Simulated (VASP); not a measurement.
# Zn24O23 (a cell with a defect) in VASP: notebook

Runs on Zn24O23 (a cell with a defect). Level: PBE. Tasks: single point.

Everything below comes from runs of VASP 6.6.1. Logs are shortened: lines on timing, memory, paths and dates and some standing lists are left out, and cuts for length are marked.

### 1 The cell of the first run

The cell holds a defect, 47 atoms: a = 8.428 Å, b = 8.428 Å, c = 8.428 Å, α = 84.74°, β = 84.74°, γ = 84.74°.

### 2 Single point, PBE

The input, INCAR:

```
SYSTEM = Zn24O23
ALGO = Normal ; EDIFF = 1E-6
ENCUT = 520 ; GGA = PE
ISIF = 2 ; ISMEAR = 0
LASPH = .True. ; LCHARG = .True.
LELF = .True. ; LREAL = Auto
LVHAR = .True. ; LWAVE = .False.
NBANDS = 242 ; NELM = 60
PREC = Accurate ; SIGMA = 0.01
```

The input, KPOINTS:

```
k-points
0
Gamma
  1 1 1
  0 0 0
```

The input, POSCAR:

```
Zn24O23
1.0
   -3.2793907795     -5.6800714478      5.2932331742
    6.5587815588     -0.0000000001      5.2932331742
   -3.2793907794      5.6800714478      5.2932331742
Zn O
24 23
Direct
    0.6631817265      0.4965150599      0.3298483932
    0.4997871153      0.3333719355      0.6682071477
    0.8325334363      0.6684553027     -0.0018051850
    0.5000386021      0.8348738143      0.1664537820
    0.8351219693      0.1648614816      0.4992001030
    0.0015404810      0.3331204487      0.1667052688
    0.3315281483      0.6658667696      0.5017886360
    0.6672128886      0.0009735350      0.8346334395
    0.1679667728      0.5005462219      0.8343068684
    0.1676402017      0.0013001061      0.3338795552
    0.0005006534      0.8338339868      0.6671673201
    0.3339359448      0.1672692781      0.0006026115
    0.5005477986      0.1674150128      0.3340668613
    0.3335822533      0.0001835978      0.6678743463
    0.6674001947      0.3338811319      0.0007483461
    0.3340816795      0.5007335280      0.1672144652
    0.6627012966      0.8385866459      0.5014389846
    0.8345996112      0.0014250730      0.1663358168
    0.1680917396      0.3330024835      0.5012662779
    0.4996691501      0.6679329446      0.8347584063
    0.0012076796      0.1669155866      0.8335169312
    0.0052533126      0.6681056513      0.3293679633
    0.8347723179      0.4960346300      0.6719199792
    0.1668502645      0.8345410130      0.0002489199
    0.6278108338      0.4613924944      0.7910907614
    0.9576560381      0.7913088762      0.1277624158
    0.6280591611      0.9577574281      0.2944775005
    0.9579755428      0.2944290824      0.6243227048
    0.1244240947      0.4611441671      0.2947258277
    0.4610957491      0.7909893715      0.6246422095
    0.7933717887      0.1273014121      0.9593190319
    0.2926523652      0.6267051221      0.9606347454
    0.2939680787      0.1259856986      0.4600384554
    0.1255716025      0.9589049358      0.7922382692
    0.4603967509      0.2937300842      0.1270634176
    0.6289595274      0.2955083360      0.4604216724
    0.4599999093      0.1259856351      0.7928863746
    0.7937550057      0.4622928608      0.1288416693
    0.4621750026      0.6270883390      0.2956261941
    0.7919506112      0.9566395077      0.6248606745
    0.9601771665      0.1265264274      0.2926017176
    0.2931930940      0.4592683842      0.6268438332
    0.6259350509      0.7935104998      0.9598597607
    0.1262197079      0.2933332427      0.9593189684
    0.1233061744      0.7915273411      0.4586172779
    0.9581940078      0.6252839446      0.7899728410
    0.2926523018      0.9595530412      0.1266665760
```

Potentials or basis: VASP PAW PBE potentials, release 64 (Zn, O).

Command:

```console
cat potpaw_PBE.64/Zn/POTCAR potpaw_PBE.64/O/POTCAR > POTCAR
mpirun -np 1 vasp_gam > vasp.out
```

OUTCAR:

```text
SYSTEM = Zn24O23
   EDIFF = 1E-6
   ENCUT = 520
   GGA = PE
   ISIF = 2
   ISMEAR = 0
   LASPH = .True.
   LREAL = Auto
   NELM = 60
   PREC = Accurate

 ion  position               nearest neighbor table
   1  0.663  0.497  0.330-  39 1.96  38 1.96  36 1.96
   2  0.500  0.333  0.668-  37 1.99  42 2.00  25 2.01  36 2.01
   3  0.833  0.668  0.998-  43 1.99  26 2.00  38 2.01  46 2.01
   4  0.500  0.835  0.166-  47 1.99  43 2.00  27 2.01  39 2.01
   5  0.835  0.165  0.499-  41 1.99  28 2.00  36 2.01  40 2.01
   6  0.002  0.333  0.167-  44 1.99  41 2.00  29 2.01  38 2.01
   7  0.332  0.666  0.502-  42 1.99  30 2.00  39 2.01  45 2.01
   8  0.667  0.001  0.835-  31 2.00  37 2.00  43 2.00  40 2.02
   9  0.168  0.501  0.834-  32 2.00  44 2.00  42 2.00  46 2.02
  10  0.168  0.001  0.334-  33 2.00  47 2.00  41 2.00  45 2.02
  11  0.001  0.834  0.667-  34 1.99  46 2.00  40 2.00  45 2.00
  12  0.334  0.167  0.001-  37 2.00  47 2.00  44 2.00  35 2.01
  13  0.501  0.167  0.334-  33 2.00  35 2.00  27 2.02  36 2.03
  14  0.334  0.000  0.668-  37 2.00  34 2.00  33 2.00  30 2.02
  15  0.667  0.334  0.001-  31 2.00  35 2.00  25 2.02  38 2.03
  16  0.334  0.501  0.167-  32 2.00  35 2.00  29 2.02  39 2.03
  17  0.663  0.839  0.501-  30 1.96  40 1.96  27 1.96
  18  0.835  0.001  0.166-  41 2.00  31 2.00  26 2.01  27 2.01
  19  0.168  0.333  0.501-  42 2.00  33 2.00  28 2.01  29 2.01
  20  0.500  0.668  0.835-  43 2.00  32 2.00  30 2.01  25 2.01
  21  0.001  0.167  0.834-  44 2.00  34 2.00  31 2.00  28 2.02
  22  0.005  0.668  0.329-  26 1.96  45 1.96  29 1.96
  23  0.835  0.496  0.672-  28 1.96  46 1.96  25 1.96
  24  0.167  0.835  0.000-  47 2.00  34 2.00  32 2.00  26 2.02
  25  0.628  0.461  0.791-  23 1.96   2 2.01  20 2.01  15 2.02
  26  0.958  0.791  0.128-  22 1.96   3 2.00  18 2.01  24 2.02
  27  0.628  0.958  0.294-  17 1.96   4 2.01  18 2.01  13 2.02
  28  0.958  0.294  0.624-  23 1.96   5 2.00  19 2.01  21 2.02
  29  0.124  0.461  0.295-  22 1.96   6 2.01  19 2.01  16 2.02
[... 16 lines left out ...]
  46  0.958  0.625  0.790-  23 1.96  11 2.00   3 2.01   9 2.02
  47  0.293  0.960  0.127-   4 1.99  24 2.00  10 2.00  12 2.00

  LATTYP: Found a trigonal (rhomboedric) cell.
 ALAT       =     8.4282817331
 COS(alpha) =     0.0916368575

  Lattice vectors:

 A1 = (  -3.2793907795,  -5.6800714478,   5.2932331742)
 A2 = (   6.5587815588,  -0.0000000001,   5.2932331742)
 A3 = (  -3.2793907794,   5.6800714478,   5.2932331742)

Analysis of symmetry for initial positions (statically):
=====================================================================
 Subroutine PRICEL returns:
 Original cell was already a primitive cell.

 Routine SETGRP: Setting up the symmetry group for a
 trigonal (rhombohedral) supercell.

 Subroutine GETGRP returns: Found  3 space group operations
 (whereof  1 operations were pure point group operations)
 out of a pool of 12 trial point group operations.

The static configuration has the point symmetry C_1 .
 The point group associated with its full space group is C_3 .

Analysis of symmetry for dynamics (positions and initial velocities):
=====================================================================
 Subroutine PRICEL returns:
 Original cell was already a primitive cell.

 Routine SETGRP: Setting up the symmetry group for a
 trigonal (rhombohedral) supercell.

 Subroutine GETGRP returns: Found  3 space group operations
 (whereof  1 operations were pure point group operations)
 out of a pool of 12 trial point group operations.

The dynamic configuration has the point symmetry C_1 .
 The point group associated with its full space group is C_3 .

 Subroutine INISYM returns: Found  3 space group operations
 (whereof  1 operations are pure point group operations),
 and found     1 'primitive' translations

----------------------------------------------------------------------------------------

                                     Primitive cell

  volume of cell :     591.5879

  direct lattice vectors                    reciprocal lattice vectors
    -3.279390779 -5.680071448  5.293233174    -0.050822448 -0.088027062  0.062973484
     6.558781559 -0.000000000  5.293233174     0.101644896 -0.000000000  0.062973484
    -3.279390779  5.680071448  5.293233174    -0.050822448  0.088027062  0.062973484

  length of vectors
     8.428281733  8.428281733  8.428281733     0.119571504  0.119571504  0.119571504

  position of ions in fractional coordinates (direct lattice)
     0.663181726  0.496515060  0.329848393
     0.499787115  0.333371935  0.668207148
     0.832533436  0.668455303  0.998194815
     0.500038602  0.834873814  0.166453782
     0.835121969  0.164861482  0.499200103
     0.001540481  0.333120449  0.166705269
[... 39 lines left out ...]
     0.958194008  0.625283945  0.789972841
     0.292652302  0.959553041  0.126666576

  ion indices of the primitive-cell ions
   primitive index   ion index
                 1           1
[... 46 lines left out ...]
 SYSTEM =  Zn24O23
   PREC   = accura    normal or accurate (medium, high low for compatibility)
   ISTART =      0    job   : 0-new  1-cont  2-samecut
   ICHARG =      2    charge: 1-file 2-atom 10-const
   ISPIN  =      1    spin polarized calculation?
   LNONCOLLINEAR =      F non collinear calculations
   LSORBIT =      F    spin-orbit coupling
   LASPH  =      T    aspherical Exc in radial PAW
   ENCUT  =  520.0 eV  38.22 Ry    6.18 a.u.  15.67 15.67 15.67*2*pi/ulx,y,z
   NELM   =     60;   NELMIN=  2; NELMDL= -5     # of ELM steps
   EDIFF  = 0.1E-05   stopping-criterion for ELM
   LREAL  =      T    real-space projection
   EDIFFG = 0.1E-04   stopping-criterion for IOM
   NSW    =      0    number of steps for IOM
   IBRION =     -1    ionic relax: 0-MD 1-quasi-New 2-CG
   NFREE  =      0    steps in history (QN), initial steepest desc. (CG)
   ISIF   =      2    stress and relaxation
   ISYM   =      2    0-nonsym 1-usesym 2-fastsym
   POTIM  = 0.5000    time-step for ionic-motion
   TEBEG  =    0.0;   TEEND  =   0.0 temperature during run
   PSTRESS=    0.0 pullay stress
   NELECT =     426.0000    total number of electrons
   NUPDOWN=      -1.0000    fix difference up-down
   EMIN   =  10.00;   EMAX   =-10.00  energy-range for DOS
   EFERMI =   0.00;   METHOD = LEGACY
   ISMEAR =     0;   SIGMA  =   0.01  broadening in eV -4-tet -1-fermi 0-gaus
   EFERMI_NEDOS =   21; number of points for ismear=-14 and -15
   IALGO  =     38    algorithm
   IMIX   =      4    mixing-type and parameters
     AMIX     =   0.40;   BMIX     =  1.00
     AMIX_MAG =   1.60;   BMIX_MAG =  1.00
  volume/ion in A,a.u.               =      12.59        84.94
  Fermi-wavevector in a.u.,A,eV,Ry     =   1.467365  2.772919 29.295538  2.153161
  Thomas-Fermi vector in A             =   2.582992
   LORBIT       =      0    0 simple, 1 ext, 2 COOP (PROOUT), +10 PAW based schemes
   GGA     = PE    functional components
   LHFCALC =     F    Hartree Fock is set to
   AEXX    =    0.0000 exact exchange contribution
   IVDW    =     0    specifies the selected vdW correction
   LEPSILON=     F    determine dielectric tensor
   LRPA    =     F    only Hartree local field effects (RPA)
 non-spin polarized calculation
 Gauss-broadening in eV      SIGMA  =   0.01
  energy-cutoff  :      520.00
  volume of cell :      591.59
 maximum number of plane-waves:      7972
 NGX is ok and might be reduce to    64
   NGX = 31   NGY = 31   NGZ = 31

 number of electron     425.9999997 magnetization

 Free energy of the ion-electron system (eV)
  ---------------------------------------------------
  ext. energy  EPLUGINS =         0.00000000
  ---------------------------------------------------
  free energy    TOTEN  =      -206.00588582 eV

  energy without entropy =     -206.00588582  energy(sigma->0) =     -206.00588582

 E-fermi :   0.8499     XC(G=0): -10.6754

 val. band max:        0.8014831532   @ k =   0.0000   0.0000   0.0000
 cond. band min:       2.8101745988   @ k =   0.0000   0.0000   0.0000
 fundamental gap:      2.0086914456
 Fermi energy:         0.8498623519

 k-point     1 :       0.0000    0.0000    0.0000
  band No.  band energies     occupation
      1     -16.9901      2.00000
      2     -16.5835      2.00000
      3     -16.5835      2.00000
      4     -16.5807      2.00000
      5     -16.5393      2.00000
      6     -16.5393      2.00000
[... 217 lines left out ...]
    224       6.0905      0.00000
    225       6.5529      0.00000
 [bands above 225 left out]

------------------------ aborting loop because EDIFF is reached ----------------------------------------

  FORCE on cell =-STRESS in cart. coord.  units (eV):
  Direction    XX          YY          ZZ          XY          YZ          ZX
  --------------------------------------------------------------------------------------
  -------------------------------------------------------------------------------------
  Total        2.8741671      2.8741671      6.7616365     -0.0000001     -0.0000000     -0.0000000
  in kB        7.7840094      7.7840094     18.3123110     -0.0000002     -0.0000000     -0.0000000
  external PRESSURE =      11.2934433 kB  Pullay stress =       0.0000000 kB

 VOLUME and BASIS-vectors are now :
 -----------------------------------------------------------------------------
  energy-cutoff  :      520.00
  volume of cell :      591.59
      direct lattice vectors                 reciprocal lattice vectors
    -3.279390779 -5.680071448  5.293233174    -0.050822448 -0.088027062  0.062973484
     6.558781559 -0.000000000  5.293233174     0.101644896 -0.000000000  0.062973484
    -3.279390779  5.680071448  5.293233174    -0.050822448  0.088027062  0.062973484

 POSITION                                       TOTAL-FORCE (eV/Angst)
 -----------------------------------------------------------------------------------
      0.00000     -1.89336      7.88451        -0.000000     -0.000000      0.050781
     -1.64380      0.95664      7.94708         0.001999     -0.003361      0.001410
     -1.61942      0.94097     13.22876        -0.005755     -0.005822     -0.000974
      3.29007     -1.89479      7.94708        -0.003910     -0.000051      0.001410
     -3.29447     -1.90806      7.93553        -0.002164      0.007895     -0.000974
      1.63312      0.93815      2.65385         0.001911      0.003412      0.001410
[... 39 lines left out ...]
     -1.63182     -0.95551     12.56323         0.000840     -0.002745      0.021161
      4.91839     -0.94281      7.29869         0.003243      0.002376      0.000464
 -----------------------------------------------------------------------------------
    total drift:                               -0.000064     -0.001069     -0.018750

  FREE ENERGIE OF THE ION-ELECTRON SYSTEM (eV)
  ---------------------------------------------------
  free  energy   TOTEN  =      -206.0058858162 eV

  energy  without entropy=     -206.0058858162  energy(sigma->0) =     -206.00588582
```

Run time: 12 min. Hardware: 1 thread of AMD EPYC 7R13, shared host; peak memory 0.52 GiB.

What came out:

```
Free energy            : -206.0059 eV
Pressure               : 1.1 GPa
Largest force          : 0.055 eV/Å
Band gap on the k mesh : 2.01 eV
```

Forces on the atoms (eV/Å):
```
Zn   0.000  0.000  0.051
Zn   0.002 -0.003  0.001
Zn  -0.006 -0.006 -0.001
Zn  -0.004  0.000  0.001
Zn  -0.002  0.008 -0.001
Zn   0.002  0.003  0.001
Zn   0.008 -0.002 -0.001
Zn  -0.001 -0.007 -0.004
Zn   0.006  0.003 -0.004
Zn  -0.005  0.004 -0.004
Zn   0.000  0.000 -0.007
Zn   0.000  0.000  0.001
Zn  -0.006 -0.003  0.005
Zn  -0.005 -0.002 -0.004
Zn   0.006 -0.003  0.005
Zn   0.000  0.007  0.005
Zn  -0.044 -0.026 -0.020
Zn  -0.001  0.000 -0.002
Zn   0.000  0.001 -0.002
Zn   0.001 -0.001 -0.002
Zn   0.004 -0.003 -0.004
Zn  -0.001  0.051 -0.020
Zn   0.044 -0.025 -0.020
Zn   0.001  0.005 -0.004
O    0.006  0.014 -0.007
O    0.017 -0.005 -0.005
O    0.009 -0.012 -0.007
O   -0.013 -0.012 -0.005
O   -0.015 -0.002 -0.007
O   -0.004  0.017 -0.005
O    0.000 -0.005  0.002
O    0.005  0.003  0.002
O   -0.005  0.002  0.002
O    0.000  0.000  0.006
O    0.000  0.000 -0.005
O   -0.021  0.012 -0.002
O   -0.004  0.002  0.000
O    0.000 -0.025 -0.002
O    0.021  0.012 -0.002
O   -0.003  0.001  0.021
O   -0.001 -0.006 -0.001
O   -0.004  0.004 -0.001
O    0.005  0.002 -0.001
O    0.000 -0.004  0.000
O    0.002  0.002  0.021
O    0.001 -0.003  0.021
O    0.003  0.002  0.000
```

Stress tensor (GPa, compression positive):
```
0.78 0.00 0.00
0.00 0.78 0.00
0.00 0.00 1.83
```

Levels at points of the mesh, in eV from the valence-band top:
```tsv
k point	band 211	band 212	band 213	band 214	band 215	band 216
(0.00, 0.00, 0.00)	-0.06	-0.06	0.00	2.01	3.64	3.68
```

Caveat: the k points lie up to 0.75 Å⁻¹ apart.

### 3 Single point, PBE

The input, INCAR:

```
ALGO = Normal
EDIFF = 1E-7
ENCUT = 520
GGA = PE
ISIF = 2
ISMEAR = 0
LASPH = True
LCHARG = True
LELF = True
LREAL = Auto
LVHAR = True
LWAVE = False
NBANDS = 242
NELECT = 424.0
NELM = 100
PREC = Accurate
SIGMA = 0.01
```

The input, KPOINTS:

```
k-points
0
Gamma
  1 1 1
```

The input, POSCAR:

```
Zn24O23
1.0
   -3.2793907795     -5.6800714478      5.2932331742
    6.5587815588     -0.0000000001      5.2932331742
   -3.2793907794      5.6800714478      5.2932331742
Zn O
24 23
Direct
    0.6375090743      0.4708424076      0.3041757410
    0.4979645864      0.3315059366      0.6673583468
    0.8323472218      0.6706995558      0.0015480037
    0.4981726033      0.8340250135      0.1646312530
    0.8373662224      0.1682146703      0.4990138885
    0.0006916802      0.3312979197      0.1648392699
    0.3348813370      0.6656805551      0.5040328891
    0.6670409609      0.0011127852      0.8384534269
    0.1717867603      0.5003742942      0.8344461185
    0.1677794518      0.0051200936      0.3337076275
   -0.0020014241      0.8313319093      0.6646652426
    0.3338899147      0.1672232480      0.0005565814
    0.4945906874      0.1650558917      0.3329173186
    0.3286885658      0.0035942916      0.6715046025
    0.6662506520      0.3279240208     -0.0016107749
    0.3317225584      0.4995839853      0.1612573541
    0.6373471271      0.8807691415      0.5097254958
    0.8354928473      0.0031157204      0.1678691895
    0.1697823871      0.3345358562      0.5021595139
    0.5012025229      0.6688261806      0.8364490538
    0.0048379359      0.1620218991      0.8369276249
    0.0474358082      0.6763921624      0.3040137938
    0.8430588291      0.4706804604      0.7141024748
    0.1702609583      0.8381712692     -0.0046447676
    0.6238648272      0.4597050016      0.7926384892
    0.9597835807      0.7954488026      0.1242225365
    0.6263716683      0.9593051559      0.2905314939
    0.9621154693      0.2908892032      0.6264502474
    0.1259718225      0.4571981605      0.2930383349
    0.4575558699      0.7931169141      0.6287821359
    0.7955260730      0.1261372470      0.9597098470
    0.2930431803      0.6288594064      0.9594705803
    0.2928039137      0.1263765136      0.4621927397
    0.1231949723      0.9565283056      0.7898616389
    0.4613858514      0.2947191848      0.1280525181
    0.6270667294      0.2908150753      0.4607690048
    0.4604187229      0.1255270372      0.7940977702
    0.7941023381      0.4604000628      0.1241484086
    0.4574817419      0.6274356715      0.2937333961
    0.7924457023      0.9606068214      0.6268812531
    0.9599680608      0.1273459903      0.2935861395
    0.2940126570      0.4602528062      0.6266347275
    0.6269194729      0.7933013941      0.9606793236
    0.1274311035      0.2937520562      0.9588603705
    0.1272734880      0.7935479197      0.4591123690
    0.9602145864      0.6257790356      0.7939401547
    0.2921937039      0.9607644369      0.1270853895
```

Potentials or basis: VASP PAW PBE potentials, release 64 (Zn, O).

Command:

```console
cat potpaw_PBE.64/Zn/POTCAR potpaw_PBE.64/O/POTCAR > POTCAR
mpirun -np 1 vasp_gam > vasp.out
```

Wall time 15 min (1 thread of AMD EPYC 7R13, shared host); peak memory 0.55 GiB.

Results (log left out):

```yaml
Free_energy: -208.4934 eV
Largest_force: 0.043 eV/Å
```

Forces in eV/Å, atoms in the order of the input:
```
Zn   0.000  0.000  0.024
Zn   0.006 -0.015  0.000
Zn  -0.007  0.004  0.008
Zn  -0.016  0.002  0.000
Zn   0.007  0.005  0.008
Zn   0.010  0.013  0.000
Zn   0.000 -0.008  0.008
Zn  -0.010 -0.005 -0.003
Zn   0.009 -0.006 -0.003
Zn   0.001  0.011 -0.003
Zn   0.000  0.000 -0.025
Zn   0.000  0.000 -0.009
Zn  -0.006  0.004 -0.009
Zn   0.000  0.008 -0.005
Zn  -0.001 -0.007 -0.009
Zn   0.007  0.003 -0.009
Zn  -0.023 -0.014 -0.006
Zn  -0.010  0.009 -0.005
Zn   0.012  0.004 -0.005
Zn  -0.003 -0.013 -0.005
Zn  -0.007 -0.003 -0.005
Zn   0.000  0.027 -0.006
Zn   0.023 -0.013 -0.006
Zn   0.006 -0.004 -0.005
O    0.024  0.023 -0.017
O    0.025  0.006 -0.017
O    0.008 -0.032 -0.017
O   -0.008 -0.025 -0.017
O   -0.032  0.009 -0.017
O   -0.018  0.019 -0.017
O    0.004 -0.006  0.003
O    0.003  0.007  0.003
O   -0.007 -0.001  0.003
O    0.000  0.000  0.002
O    0.000  0.000  0.015
O   -0.035  0.021  0.014
O   -0.007  0.001  0.004
O    0.000 -0.041  0.014
O    0.036  0.020  0.014
O   -0.017 -0.004  0.027
O   -0.004 -0.006  0.002
O   -0.003  0.007  0.002
O    0.007 -0.001  0.002
O    0.002 -0.007  0.004
O    0.005  0.017  0.027
O    0.012 -0.013  0.027
O    0.005  0.005  0.004
```

Levels at points of the mesh, in eV from the Fermi level:
| k point | band 208 | band 209 | band 210 | band 211 | band 212 | band 213 | band 214 | band 215 | band 216 | band 217 |
| --- | --- | --- | --- | --- | --- | --- | --- | --- | --- | --- |
| (0.00, 0.00, 0.00) | -0.75 | -0.75 | -0.12 | -0.05 | -0.05 | 0.56 | 3.17 | 3.93 | 3.93 | 3.98 |

Caveat: the k points lie up to 0.75 Å⁻¹ apart; the cell carries a net charge on a neutralising background, which shifts energy and pressure; the cell is charged against a uniform background, so pressure and absolute levels hang on convention.
